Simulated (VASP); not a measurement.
# Ta3Si6H (a cell with a defect) in VASP: single point with PBE

Aim: the single point of Ta3Si6H (a cell with a defect) with PBE.

All numbers are computed with VASP 6.6.1; they aren't measurements. Logs are shortened: lines on timing, memory, paths and dates and some standing lists are left out, and cuts for length are marked.

**1. The cell of the first run**

The cell holds a defect, 10 atoms: a = 4.805 Å, b = 4.805 Å, c = 6.599 Å, α = 90.00°, β = 90.00°, γ = 120.00°.

**2. Single point, PBE**

The input, INCAR:

```
SYSTEM = Ta3Si6H
  PREC = Accurate
  ENCUT = 520
  EDIFF = 1E-6
  ISMEAR = 0
  SIGMA = 0.15
  LREAL = .FALSE.
  LASPH = .TRUE.
  NELM = 80
  ALGO = Fast
  ISIF = 2
  LWAVE = .FALSE.
  LCHARG = .FALSE.
  GGA = PE
  NBANDS = 40
```

The input, KPOINTS:

```
Automatic mesh
0
G
  9 9 6
  0 0 0
```

The input, POSCAR:

```
Ta3Si6H
1.0
    4.8051009206      0.0000000000      0.0000000000
   -2.4025504603      4.1613394650      0.0000000000
    0.0000000000      0.0000000000      6.5988658849
Ta Si H
3 6 1
Direct
    0.4944674020     -0.0110651960      0.5000000000
    0.4985299544      0.4908150884      0.8352471964
   -0.0077148661      0.4908150884      0.1647528036
    0.1566360631      0.3132721262      0.5000000000
    0.8360299513      0.1576295966      0.8291303219
    0.7068779910      0.8454942038      0.1758154116
    0.8310035967      0.6620071934      0.5000000000
    0.1386162127      0.8454942038      0.8241845884
    0.3215996452      0.1576295966      0.1708696781
    0.3650340574     -0.2699318851      1.0000000000
```

Potentials or basis: VASP PAW PBE potentials, release 64 (Ta_pv, Si, H).

The run is started by

```sh
$ cat potpaw_PBE.64/Ta_pv/POTCAR potpaw_PBE.64/Si/POTCAR potpaw_PBE.64/H/POTCAR > POTCAR
$ mpirun -np 1 vasp_std > vasp.out
```

OUTCAR:

```text
SYSTEM = Ta3Si6H
   PREC = Accurate
   ENCUT = 520
   EDIFF = 1E-6
   ISMEAR = 0
   LREAL = .FALSE.
   LASPH = .TRUE.
   NELM = 80
   ISIF = 2
   GGA = PE

 ion  position               nearest neighbor table
   1  0.494  0.989  0.500-   5 2.60   9 2.60   6 2.61   8 2.61   4 2.76   4 2.76   7 2.76   7 2.76
                             7 2.80   4 2.81   3 3.27   2 3.27   2 3.27   3 3.27
   2  0.499  0.491  0.835-  10 1.91   7 2.61   9 2.61   4 2.63   8 2.67   8 2.69   6 2.69   5 2.76
                             5 2.78   5 2.79   8 2.97   3 3.22   3 3.26   1 3.27   1 3.27
   3  0.992  0.491  0.165-  10 1.91   7 2.61   5 2.61   4 2.63   6 2.67   6 2.69   8 2.69   9 2.76
                             9 2.78   9 2.79   6 2.97   2 3.22   2 3.26   1 3.27   1 3.27
   4  0.157  0.313  0.500-   9 2.55   5 2.55   2 2.63   3 2.63   7 2.71   1 2.76   1 2.76   7 2.81
                             7 2.81   1 2.81   8 3.07   6 3.07
   5  0.836  0.158  0.829-   4 2.55   8 2.56   1 2.60   3 2.61   6 2.63   2 2.76   2 2.78   2 2.79
                             8 2.87   8 2.91
   6  0.707  0.845  0.176-  10 1.85   7 2.50   9 2.56   1 2.61   5 2.63   3 2.67   3 2.69   2 2.69
                             9 2.87   9 2.91   3 2.97   4 3.07   8 3.11
   7  0.831  0.662  0.500-   8 2.50   6 2.50   3 2.61   2 2.61   4 2.71   1 2.76   1 2.76   1 2.80
                             4 2.81   4 2.81
   8  0.139  0.845  0.824-  10 1.85   7 2.50   5 2.56   1 2.61   9 2.63   2 2.67   2 2.69   3 2.69
                             5 2.87   5 2.91   2 2.97   4 3.07   6 3.11
   9  0.322  0.158  0.171-   4 2.55   6 2.56   1 2.60   2 2.61   8 2.63   3 2.76   3 2.78   3 2.79
                             6 2.87   6 2.91
  10  0.365  0.730  0.000-   6 1.85   8 1.85   2 1.91   3 1.91

  LATTYP: Found a hexagonal cell.
 ALAT       =     4.8051009206
 C/A-ratio  =     1.3733043268

  Lattice vectors:

 A1 = (   4.8051009206,   0.0000000000,   0.0000000000)
 A2 = (  -2.4025504603,   4.1613394650,   0.0000000000)
 A3 = (   0.0000000000,   0.0000000000,   6.5988658849)

Analysis of symmetry for initial positions (statically):
=====================================================================
 Subroutine PRICEL returns:
 Original cell was already a primitive cell.

 Routine SETGRP: Setting up the symmetry group for a
 hexagonal supercell.

 Subroutine GETGRP returns: Found  2 space group operations
 (whereof  2 operations were pure point group operations)
 out of a pool of 24 trial point group operations.

The static configuration has the point symmetry C_2 .

Analysis of symmetry for dynamics (positions and initial velocities):
=====================================================================
 Subroutine PRICEL returns:
 Original cell was already a primitive cell.

 Routine SETGRP: Setting up the symmetry group for a
 hexagonal supercell.

 Subroutine GETGRP returns: Found  2 space group operations
 (whereof  2 operations were pure point group operations)
 out of a pool of 24 trial point group operations.

The dynamic configuration has the point symmetry C_2 .

 Subroutine INISYM returns: Found  2 space group operations
 (whereof  2 operations are pure point group operations),
 and found     1 'primitive' translations

----------------------------------------------------------------------------------------

                                     Primitive cell

  volume of cell :     131.9487

  direct lattice vectors                    reciprocal lattice vectors
     4.805100921  0.000000000  0.000000000     0.208112174  0.120153620  0.000000000
    -2.402550460  4.161339465  0.000000000     0.000000000  0.240307240  0.000000000
     0.000000000  0.000000000  6.598865885     0.000000000  0.000000000  0.151541192

  length of vectors
     4.805100921  4.805100921  6.598865885     0.240307240  0.240307240  0.151541192

  position of ions in fractional coordinates (direct lattice)
     0.494467402  0.988934804  0.500000000
     0.498529954  0.490815088  0.835247196
     0.992285134  0.490815088  0.164752804
     0.156636063  0.313272126  0.500000000
     0.836029951  0.157629597  0.829130322
     0.706877991  0.845494204  0.175815412
     0.831003597  0.662007193  0.500000000
     0.138616213  0.845494204  0.824184588
     0.321599645  0.157629597  0.170869678
     0.365034057  0.730068115  0.000000000

  ion indices of the primitive-cell ions
   primitive index   ion index
                 1           1
                 2           2
                 3           3
                 4           4
                 5           5
                 6           6
                 7           7
                 8           8
                 9           9
                10          10

----------------------------------------------------------------------------------------

 KPOINTS: Automatic mesh

Automatic generation of k-mesh.
 Grid dimensions read from file:
 generate k-points for:    9    9    6

 Generating k-lattice:

  Cartesian coordinates                     Fractional coordinates (reciprocal lattice)
     0.023123575  0.013350402  0.000000000     0.111111111 -0.000000000  0.000000000
     0.000000000  0.026700804  0.000000000     0.000000000  0.111111111  0.000000000
     0.000000000  0.000000000  0.025256865     0.000000000  0.000000000  0.166666667

  Length of vectors
     0.026700804  0.026700804  0.025256865

  Shift w.r.t. Gamma in fractional coordinates (k-lattice)
     0.000000000  0.000000000  0.000000000

 Subroutine IBZKPT returns following result:
 ===========================================

 Found    140 irreducible k-points:

 Following reciprocal coordinates:
            Coordinates               Weight
  0.000000  0.000000  0.000000      1.000000
  0.111111  0.000000  0.000000      4.000000
  0.000000  0.111111  0.000000      2.000000
  0.222222  0.000000  0.000000      4.000000
  0.000000  0.222222  0.000000      2.000000
  0.333333  0.000000  0.000000      4.000000
[... 16 lines left out ...]
 -0.222222 -0.444444  0.000000      4.000000
  0.444444  0.333333  0.000000      4.000000
 [... further k-points ...]
   k-points           NKPTS =    140   k-points in BZ     NKDIM =    140   number of bands    NBANDS=     40
   number of dos      NEDOS =    301   number of ions     NIONS =     10
   total plane-waves  NPLWV =  64800
   dimension x,y,z NGX =    36 NGY =   36 NGZ =   50
   dimension x,y,z NGXF=    72 NGYF=   72 NGZF=  100
   ions per type =               3   6   1
   NGX,Y,Z   is equivalent  to a cutoff of  12.46, 12.46, 12.60 a.u.
   NGXF,Y,Z  is equivalent  to a cutoff of  24.91, 24.91, 25.19 a.u.
 SYSTEM =  Ta3Si6H
   PREC   = accura    normal or accurate (medium, high low for compatibility)
   ISTART =      0    job   : 0-new  1-cont  2-samecut
   ICHARG =      2    charge: 1-file 2-atom 10-const
   ISPIN  =      1    spin polarized calculation?
   LNONCOLLINEAR =      F non collinear calculations
   LSORBIT =      F    spin-orbit coupling
   LASPH  =      T    aspherical Exc in radial PAW
   ENCUT  =  520.0 eV  38.22 Ry    6.18 a.u.   8.93  8.93 12.27*2*pi/ulx,y,z
   NELM   =     80;   NELMIN=  2; NELMDL= -5     # of ELM steps
   EDIFF  = 0.1E-05   stopping-criterion for ELM
   LREAL  =      F    real-space projection
   EDIFFG = 0.1E-04   stopping-criterion for IOM
   NSW    =      0    number of steps for IOM
   IBRION =     -1    ionic relax: 0-MD 1-quasi-New 2-CG
   NFREE  =      0    steps in history (QN), initial steepest desc. (CG)
   ISIF   =      2    stress and relaxation
   ISYM   =      2    0-nonsym 1-usesym 2-fastsym
   POTIM  = 0.5000    time-step for ionic-motion
   TEBEG  =    0.0;   TEEND  =   0.0 temperature during run
   PSTRESS=    0.0 pullay stress
   NELECT =      58.0000    total number of electrons
   NUPDOWN=      -1.0000    fix difference up-down
   EMIN   =  10.00;   EMAX   =-10.00  energy-range for DOS
   EFERMI =   0.00;   METHOD = LEGACY
   ISMEAR =     0;   SIGMA  =   0.15  broadening in eV -4-tet -1-fermi 0-gaus
   EFERMI_NEDOS =   21; number of points for ismear=-14 and -15
   IALGO  =     68    algorithm
   IMIX   =      4    mixing-type and parameters
     AMIX     =   0.40;   BMIX     =  1.00
     AMIX_MAG =   1.60;   BMIX_MAG =  1.00
  volume/ion in A,a.u.               =      13.19        89.04
  Fermi-wavevector in a.u.,A,eV,Ry     =   1.244751  2.352238 21.080938  1.549405
  Thomas-Fermi vector in A             =   2.379004
   LORBIT       =      0    0 simple, 1 ext, 2 COOP (PROOUT), +10 PAW based schemes
   GGA     = PE    functional components
   LHFCALC =     F    Hartree Fock is set to
   AEXX    =    0.0000 exact exchange contribution
   IVDW    =     0    specifies the selected vdW correction
   LEPSILON=     F    determine dielectric tensor
   LRPA    =     F    only Hartree local field effects (RPA)
 non-spin polarized calculation
 RMM-DIIS sequential band-by-band and
 Gauss-broadening in eV      SIGMA  =   0.15
  energy-cutoff  :      520.00
  volume of cell :      131.95
 maximum number of plane-waves:      3573
   NGX = 17   NGY = 17   NGZ = 25

 number of electron      57.9999999 magnetization

 Free energy of the ion-electron system (eV)
  ---------------------------------------------------
  ext. energy  EPLUGINS =         0.00000000
  ---------------------------------------------------
  free energy    TOTEN  =       -74.65920083 eV

  energy without entropy =      -74.63553803  energy(sigma->0) =      -74.64736943

 E-fermi :   9.5261     XC(G=0): -12.0861

 val. band max:        9.5154747249   @ k =   0.3333   0.3333   0.1667
 cond. band min:       9.5338070851   @ k =   0.4444  -0.3333   0.1667
 fundamental gap:      0.0183323602
 Fermi energy:         9.5260553988

 k-point     1 :       0.0000    0.0000    0.0000
  band No.  band energies     occupation
      1     -25.1140      2.00000
      2     -25.0100      2.00000
      3     -25.0021      2.00000
      4     -24.9333      2.00000
      5     -24.9089      2.00000
      6     -24.8645      2.00000
[... 32 lines left out ...]
     39      13.3009      0.00000
[... 988 lines left out ...]
     39      13.2090      0.00000
     40      13.3908      0.00000

 [... further k-points ...]

------------------------ aborting loop because EDIFF is reached ----------------------------------------

  FORCE on cell =-STRESS in cart. coord.  units (eV):
  Direction    XX          YY          ZZ          XY          YZ          ZX
  --------------------------------------------------------------------------------------
  -------------------------------------------------------------------------------------
  Total        4.2735948      1.7280861      3.2687361      0.0000000      0.0000000      0.8735489
  in kB       51.8918271     20.9831651     39.6904010      0.0000000      0.0000000     10.6070070
  external PRESSURE =      37.5217977 kB  Pullay stress =       0.0000000 kB

 VOLUME and BASIS-vectors are now :
 -----------------------------------------------------------------------------
  energy-cutoff  :      520.00
  volume of cell :      131.95
      direct lattice vectors                 reciprocal lattice vectors
     4.805100921  0.000000000  0.000000000     0.208112174  0.120153620  0.000000000
    -2.402550460  4.161339465  0.000000000     0.000000000  0.240307240  0.000000000
     0.000000000  0.000000000  6.598865885     0.000000000  0.000000000  0.151541192

 POSITION                                       TOTAL-FORCE (eV/Angst)
 -----------------------------------------------------------------------------------
     -0.00000      4.11529      3.29943        -0.000000     -0.012438      0.000000
      1.21628      2.04245      5.51168         0.015704      0.004983     -0.005527
      3.58882      2.04245      1.08718        -0.015704      0.004983      0.005527
      0.00000      1.30363      3.29943         0.000000     -0.000723      0.000000
      3.63850      0.65595      5.47132         0.020005     -0.022283      0.007604
      1.36528      3.51839      1.16018        -0.006515      0.002150      0.001881
      2.40255      2.75484      3.29943         0.000000      0.003657      0.000000
     -1.36528      3.51839      5.43868         0.006515      0.002150     -0.001881
      1.16661      0.65595      1.12755        -0.020005     -0.022283     -0.007604
     -0.00000      3.03806      0.00000        -0.000000      0.039804      0.000000
 -----------------------------------------------------------------------------------
    total drift:                                0.000001      0.000309     -0.000000

  FREE ENERGIE OF THE ION-ELECTRON SYSTEM (eV)
  ---------------------------------------------------
  free  energy   TOTEN  =       -74.6592008297 eV

  energy  without entropy=      -74.6355380258  energy(sigma->0) =      -74.64736943
```

Run time: 21 min. Hardware: 1 thread of Oxide Virtual Turin-like, shared host; peak memory 0.62 GiB.

Results:

```
Free energy            : -74.6592 eV
Pressure               : 3.8 GPa
Largest force          : 0.040 eV/Å
Band gap on the k mesh : zero (bands 29 and 30 overlap by 1.10 eV)
```

Forces in eV/Å, atoms in the order of the input:
```
Ta   0.000 -0.012  0.000
Ta   0.016  0.005 -0.006
Ta  -0.016  0.005  0.006
Si   0.000 -0.001  0.000
Si   0.020 -0.022  0.008
Si  -0.007  0.002  0.002
Si   0.000  0.004  0.000
Si   0.007  0.002 -0.002
Si  -0.020 -0.022 -0.008
H    0.000  0.040  0.000
```

Stress tensor (GPa, compression positive):
```
5.19 0.00 1.06
0.00 2.10 0.00
1.06 0.00 3.97
```

Levels at points of the mesh, in eV from the Fermi level:
| k point | band 26 | band 27 | band 28 | band 29 | band 30 | band 31 | band 32 | band 33 |
| --- | --- | --- | --- | --- | --- | --- | --- | --- |
| (0.00, 0.00, 0.00) | -2.67 | -2.57 | -2.29 | -1.82 | 0.50 | 2.37 | 2.54 | 3.03 |
| (0.00, 0.00, 0.50) | -2.35 | -2.19 | -2.00 | 0.87 | 0.93 | 2.16 | 2.18 | 2.54 |

Caveat: spin-orbit coupling is left out, which moves the levels of the heavy elements.
